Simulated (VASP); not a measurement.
# GaN (F-43m) in VASP: notebook

The runs below take GaN through single point, relaxation of cell and atoms, with LDA.

All numbers are computed with VASP 6.6.1; they aren't measurements. Logs are shortened: lines on timing, memory, paths and dates and some standing lists are left out, and cuts for length are marked.

### Step 1. The cell of the first run

The structure is cubic, space group F-43m (No. 216). The conventional cell has a = 4.455 Å, b = 4.455 Å, c = 4.455 Å, α = 90.00°, β = 90.00°, γ = 90.00°. Within 2.6 Å of Ga (site symmetry -43m) lie 4 N at 1.93 Å. Within 2.6 Å of N (site symmetry -43m) lie 4 Ga at 1.93 Å.

### Step 2. Single point, LDA

INCAR reads:

```
PREC = Accurate
ENCUT = 520
EDIFF = 1E-6
ISMEAR = -1
SIGMA = 0.05
LREAL = False
LASPH = True
NELM = 60
ALGO = Normal
ISIF = 2
LWAVE = False
LCHARG = True
GGA = CA
LELF = True
LVHAR = True
NBANDS = 16
```

KPOINTS reads:

```
Automatic mesh
0
Gamma
  18 18 18
```

POSCAR reads:

```
GaN
1.0
    0.0000000000      2.2277074437      2.2277074437
    2.2277074437      0.0000000000      2.2277074437
    2.2277074437      2.2277074437      0.0000000000
Ga N
1 1
Direct
    0.0000000000      0.0000000000      0.0000000000
    0.2500000000      0.2500000000      0.2500000000
```

Potentials or basis: VASP PAW LDA potentials, release 64 (Ga_d, N).

Run with:

```sh
$ cat potpaw_LDA.64/Ga_d/POTCAR potpaw_LDA.64/N/POTCAR > POTCAR
$ mpirun -np 1 vasp_std > vasp.out
```

OUTCAR:

```text
PREC = Accurate
   ENCUT = 520
   EDIFF = 1E-6
   ISMEAR = -1
   LREAL = False
   LASPH = True
   NELM = 60
   ISIF = 2
   GGA = CA

 ion  position               nearest neighbor table
   1  0.000  0.000  0.000-   2 1.93   2 1.93   2 1.93   2 1.93
   2  0.250  0.250  0.250-   1 1.93   1 1.93   1 1.93   1 1.93

  LATTYP: Found a face centered cubic cell.
 ALAT       =     4.4554148874

  Lattice vectors:

 A1 = (   0.0000000000,   2.2277074437,   2.2277074437)
 A2 = (   2.2277074437,   0.0000000000,   2.2277074437)
 A3 = (   2.2277074437,   2.2277074437,   0.0000000000)

Analysis of symmetry for initial positions (statically):
=====================================================================
 Subroutine PRICEL returns:
 Original cell was already a primitive cell.

 Routine SETGRP: Setting up the symmetry group for a
 face centered cubic supercell.

 Subroutine GETGRP returns: Found 24 space group operations
 (whereof 24 operations were pure point group operations)
 out of a pool of 48 trial point group operations.

The static configuration has the point symmetry T_d .

Analysis of symmetry for dynamics (positions and initial velocities):
=====================================================================
 Subroutine PRICEL returns:
 Original cell was already a primitive cell.

 Routine SETGRP: Setting up the symmetry group for a
 face centered cubic supercell.

 Subroutine GETGRP returns: Found 24 space group operations
 (whereof 24 operations were pure point group operations)
 out of a pool of 48 trial point group operations.

The dynamic configuration has the point symmetry T_d .

 Subroutine INISYM returns: Found 24 space group operations
 (whereof 24 operations are pure point group operations),
 and found     1 'primitive' translations

----------------------------------------------------------------------------------------

                                     Primitive cell

  volume of cell :      22.1108

  direct lattice vectors                    reciprocal lattice vectors
     0.000000000  2.227707444  2.227707444    -0.224445989  0.224445989  0.224445989
     2.227707444  0.000000000  2.227707444     0.224445989 -0.224445989  0.224445989
     2.227707444  2.227707444  0.000000000     0.224445989  0.224445989 -0.224445989

  length of vectors
     3.150454080  3.150454080  3.150454080     0.388751856  0.388751856  0.388751856

  position of ions in fractional coordinates (direct lattice)
     0.000000000  0.000000000  0.000000000
     0.250000000  0.250000000  0.250000000

  ion indices of the primitive-cell ions
   primitive index   ion index
                 1           1
                 2           2

----------------------------------------------------------------------------------------

 KPOINTS: Automatic mesh

Automatic generation of k-mesh.
 Grid dimensions read from file:
 generate k-points for:   18   18   18

 Generating k-lattice:

  Cartesian coordinates                     Fractional coordinates (reciprocal lattice)
    -0.012469222  0.012469222  0.012469222     0.055555556  0.000000000  0.000000000
     0.012469222 -0.012469222  0.012469222     0.000000000  0.055555556  0.000000000
     0.012469222  0.012469222 -0.012469222     0.000000000  0.000000000  0.055555556

  Length of vectors
     0.021597325  0.021597325  0.021597325

  Shift w.r.t. Gamma in fractional coordinates (k-lattice)
     0.000000000  0.000000000  0.000000000

 Subroutine IBZKPT returns following result:
 ===========================================

 Found    195 irreducible k-points:

 Following reciprocal coordinates:
            Coordinates               Weight
  0.000000  0.000000  0.000000      1.000000
  0.055556  0.000000  0.000000      8.000000
  0.111111  0.000000  0.000000      8.000000
  0.166667  0.000000  0.000000      8.000000
  0.222222  0.000000  0.000000      8.000000
  0.277778  0.000000  0.000000      8.000000
[... 16 lines left out ...]
 -0.277778  0.055556  0.000000     24.000000
 -0.222222  0.055556  0.000000     24.000000
 [... further k-points ...]
   k-points           NKPTS =    195   k-points in BZ     NKDIM =    195   number of bands    NBANDS=     16
   number of dos      NEDOS =    301   number of ions     NIONS =      2
   total plane-waves  NPLWV =  13824
   dimension x,y,z NGX =    24 NGY =   24 NGZ =   24
   dimension x,y,z NGXF=    48 NGYF=   48 NGZF=   48
   ions per type =               1   1
   NGX,Y,Z   is equivalent  to a cutoff of  12.66, 12.66, 12.66 a.u.
   NGXF,Y,Z  is equivalent  to a cutoff of  25.33, 25.33, 25.33 a.u.
 SYSTEM =  unknown system
   PREC   = accura    normal or accurate (medium, high low for compatibility)
   ISTART =      0    job   : 0-new  1-cont  2-samecut
   ICHARG =      2    charge: 1-file 2-atom 10-const
   ISPIN  =      1    spin polarized calculation?
   LNONCOLLINEAR =      F non collinear calculations
   LSORBIT =      F    spin-orbit coupling
   LASPH  =      T    aspherical Exc in radial PAW
   ENCUT  =  520.0 eV  38.22 Ry    6.18 a.u.   5.86  5.86  5.86*2*pi/ulx,y,z
   NELM   =     60;   NELMIN=  2; NELMDL= -5     # of ELM steps
   EDIFF  = 0.1E-05   stopping-criterion for ELM
   LREAL  =      F    real-space projection
   EDIFFG = 0.1E-04   stopping-criterion for IOM
   NSW    =      0    number of steps for IOM
   IBRION =     -1    ionic relax: 0-MD 1-quasi-New 2-CG
   NFREE  =      0    steps in history (QN), initial steepest desc. (CG)
   ISIF   =      2    stress and relaxation
   ISYM   =      2    0-nonsym 1-usesym 2-fastsym
   POTIM  = 0.5000    time-step for ionic-motion
   TEBEG  =    0.0;   TEEND  =   0.0 temperature during run
   PSTRESS=    0.0 pullay stress
   NELECT =      18.0000    total number of electrons
   NUPDOWN=      -1.0000    fix difference up-down
   EMIN   =  10.00;   EMAX   =-10.00  energy-range for DOS
   EFERMI =   0.00;   METHOD = LEGACY
   ISMEAR =    -1;   SIGMA  =   0.05  broadening in eV -4-tet -1-fermi 0-gaus
   EFERMI_NEDOS =   21; number of points for ismear=-14 and -15
   IALGO  =     38    algorithm
   IMIX   =      4    mixing-type and parameters
     AMIX     =   0.40;   BMIX     =  1.00
     AMIX_MAG =   1.60;   BMIX_MAG =  1.00
  volume/ion in A,a.u.               =      11.06        74.61
  Fermi-wavevector in a.u.,A,eV,Ry     =   1.528613  2.888659 31.792153  2.336657
  Thomas-Fermi vector in A             =   2.636347
   LORBIT       =      0    0 simple, 1 ext, 2 COOP (PROOUT), +10 PAW based schemes
   GGA     = CA    functional components
   LHFCALC =     F    Hartree Fock is set to
   AEXX    =    0.0000 exact exchange contribution
   IVDW    =     0    specifies the selected vdW correction
   LEPSILON=     F    determine dielectric tensor
   LRPA    =     F    only Hartree local field effects (RPA)
 non-spin polarized calculation
  energy-cutoff  :      520.00
  volume of cell :       22.11
 maximum number of plane-waves:       609
   NGX = 11   NGY = 11   NGZ = 11

 number of electron      18.0000015 magnetization

 Free energy of the ion-electron system (eV)
  ---------------------------------------------------
  ext. energy  EPLUGINS =         0.00000000
  ---------------------------------------------------
  free energy    TOTEN  =       -13.94385688 eV

  energy without entropy =      -13.94385688  energy(sigma->0) =      -13.94385688

 E-fermi :   6.3589     XC(G=0): -12.3037

 val. band max:        5.4190535923   @ k =   0.0000   0.0000   0.0000
 cond. band min:       7.3911039134   @ k =   0.0000   0.0000   0.0000
 fundamental gap:      1.9720503211
 Fermi energy:         6.3589430374

 k-point     1 :       0.0000    0.0000    0.0000
  band No.  band energies     occupation
      1     -10.6886      2.00000
      2      -8.1712      2.00000
      3      -8.1712      2.00000
      4      -8.1712      2.00000
      5      -7.8170      2.00000
      6      -7.8170      2.00000
[... 8 lines left out ...]
     15      24.3617      0.00000
     16      24.3617      0.00000

 k-point     2 :       0.0556    0.0000    0.0000
  band No.  band energies     occupation
      1     -10.6506      2.00000
      2      -8.1664      2.00000
      3      -8.1664      2.00000
      4      -8.1605      2.00000
      5      -7.8176      2.00000
      6      -7.8176      2.00000
[... 8 lines left out ...]
     15      23.7255      0.00000
     16      23.7255      0.00000

 k-point     3 :       0.1111    0.0000    0.0000
  band No.  band energies     occupation
      1     -10.5421      2.00000
      2      -8.1529      2.00000
      3      -8.1529      2.00000
      4      -8.1232      2.00000
      5      -7.8187      2.00000
      6      -7.8187      2.00000
[... 8 lines left out ...]
     15      22.9400      0.00000
     16      22.9400      0.00000

 k-point     4 :       0.1667    0.0000    0.0000
  band No.  band energies     occupation
      1     -10.3794      2.00000
      2      -8.1338      2.00000
      3      -8.1338      2.00000
      4      -8.0444      2.00000
      5      -7.8188      2.00000
      6      -7.8188      2.00000
[... 8 lines left out ...]
     15      22.4304      0.00000
     16      22.4304      0.00000

 k-point     5 :       0.2222    0.0000    0.0000
  band No.  band energies     occupation
      1     -10.1906      2.00000
      2      -8.1133      2.00000
      3      -8.1133      2.00000
      4      -7.9000      2.00000
      5      -7.8155      2.00000
      6      -7.8155      2.00000
[... 8 lines left out ...]
     15      22.3042      0.00000
     16      22.3042      0.00000

 k-point     6 :       0.2778    0.0000    0.0000
  band No.  band energies     occupation
      1     -10.0112      2.00000
      2      -8.0960      2.00000
      3      -8.0960      2.00000
      4      -7.8072      2.00000
      5      -7.8072      2.00000
      6      -7.6645      2.00000
[... 8 lines left out ...]
     15      22.5929      0.00000
     16      22.5929      0.00000

 k-point     7 :       0.3333    0.0000    0.0000
  band No.  band energies     occupation
      1      -9.8703      2.00000
      2      -8.0843      2.00000
      3      -8.0843      2.00000
      4      -7.7943      2.00000
      5      -7.7943      2.00000
      6      -7.3311      2.00000
[... 8 lines left out ...]
     15      23.2323      0.00000
     16      23.2323      0.00000

 k-point     8 :       0.3889    0.0000    0.0000
  band No.  band energies     occupation
      1      -9.7779      2.00000
      2      -8.0781      2.00000
      3      -8.0781      2.00000
      4      -7.7801      2.00000
      5      -7.7801      2.00000
      6      -6.9377      2.00000
[... 8 lines left out ...]
     15      24.0807      0.00000
     16      24.0807      0.00000

 k-point     9 :       0.4444    0.0000    0.0000
  band No.  band energies     occupation
      1      -9.7286      2.00000
      2      -8.0757      2.00000
      3      -8.0757      2.00000
      4      -7.7691      2.00000
      5      -7.7691      2.00000
      6      -6.5868      2.00000
[... 8 lines left out ...]
     15      24.9065      0.00000
     16      24.9065      0.00000
[... 172 lines left out ...]
 k-point    19 :       0.5000    0.0556    0.0000
  band No.  band energies     occupation
      1      -9.7056      2.00000
      2      -8.0749      2.00000
      3      -8.0677      2.00000
      4      -7.7753      2.00000
      5      -7.7647      2.00000
      6      -6.4298      2.00000
[... 8 lines left out ...]
     15      24.8226      0.00000
     16      25.3651      0.00000

 k-point    20 :      -0.4444    0.0556    0.0000
  band No.  band energies     occupation
      1      -9.7105      2.00000
      2      -8.0744      2.00000
      3      -8.0688      2.00000
      4      -7.7714      2.00000
      5      -7.7714      2.00000
      6      -6.4801      2.00000
[... 8 lines left out ...]
     15      24.7629      0.00000
     16      25.1503      0.00000

 k-point    21 :      -0.3889    0.0556    0.0000
  band No.  band energies     occupation
      1      -9.7465      2.00000
      2      -8.0750      2.00000
      3      -8.0715      2.00000
      4      -7.7850      2.00000
      5      -7.7761      2.00000
      6      -6.7796      2.00000
[... 8 lines left out ...]
     15      23.7805      0.00000
     16      24.8683      0.00000

 k-point    22 :      -0.3333    0.0556    0.0000
  band No.  band energies     occupation
      1      -9.8212      2.00000
      2      -8.0782      2.00000
      3      -8.0775      2.00000
      4      -7.8018      2.00000
      5      -7.7876      2.00000
      6      -7.1716      2.00000
[... 8 lines left out ...]
     15      22.7926      0.00000
     16      24.2673      0.00000

 k-point    23 :      -0.2778    0.0556    0.0000
  band No.  band energies     occupation
      1      -9.9422      2.00000
      2      -8.0887      2.00000
      3      -8.0862      2.00000
      4      -7.8166      2.00000
      5      -7.8038      2.00000
      6      -7.5295      2.00000
[... 8 lines left out ...]
     15      22.0043      0.00000
     16      23.7235      0.00000

 k-point    24 :      -0.2222    0.0556    0.0000
  band No.  band energies     occupation
      1     -10.1064      2.00000
      2      -8.1059      2.00000
      3      -8.1001      2.00000
      4      -7.8502      2.00000
      5      -7.8257      2.00000
      6      -7.7659      2.00000
[... 8 lines left out ...]
     15      21.6510      0.00000
     16      23.4988      0.00000

 [... further k-points ...]

------------------------ aborting loop because EDIFF is reached ----------------------------------------

  FORCE on cell =-STRESS in cart. coord.  units (eV):
  Direction    XX          YY          ZZ          XY          YZ          ZX
  --------------------------------------------------------------------------------------
  -------------------------------------------------------------------------------------
  Total        0.1547799      0.1547799      0.1547799     -0.0000000     -0.0000000     -0.0000000
  in kB       11.2155562     11.2155562     11.2155562     -0.0000000     -0.0000000     -0.0000000
  external PRESSURE =      11.2155562 kB  Pullay stress =       0.0000000 kB

 VOLUME and BASIS-vectors are now :
 -----------------------------------------------------------------------------
  energy-cutoff  :      520.00
  volume of cell :       22.11
      direct lattice vectors                 reciprocal lattice vectors
     0.000000000  2.227707444  2.227707444    -0.224445989  0.224445989  0.224445989
     2.227707444  0.000000000  2.227707444     0.224445989 -0.224445989  0.224445989
     2.227707444  2.227707444  0.000000000     0.224445989  0.224445989 -0.224445989

 POSITION                                       TOTAL-FORCE (eV/Angst)
 -----------------------------------------------------------------------------------
      0.00000      0.00000      0.00000         0.000000     -0.000000     -0.000000
      1.11385      1.11385      1.11385        -0.000000      0.000000      0.000000
 -----------------------------------------------------------------------------------
    total drift:                                0.000002      0.000002      0.000002

  FREE ENERGIE OF THE ION-ELECTRON SYSTEM (eV)
  ---------------------------------------------------
  free  energy   TOTEN  =       -13.9438568845 eV

  energy  without entropy=      -13.9438568845  energy(sigma->0) =      -13.94385688
```

It took 33 s on 1 thread of AMD EPYC 7R13, shared host; peak memory 0.18 GiB.

Results:

| Property | Result |
| --- | --- |
| Free energy | -13.9439 eV |
| Pressure | 1.1 GPa |
| Band gap on the k mesh | 1.97 eV |

(Continued in part 2 of 2.)
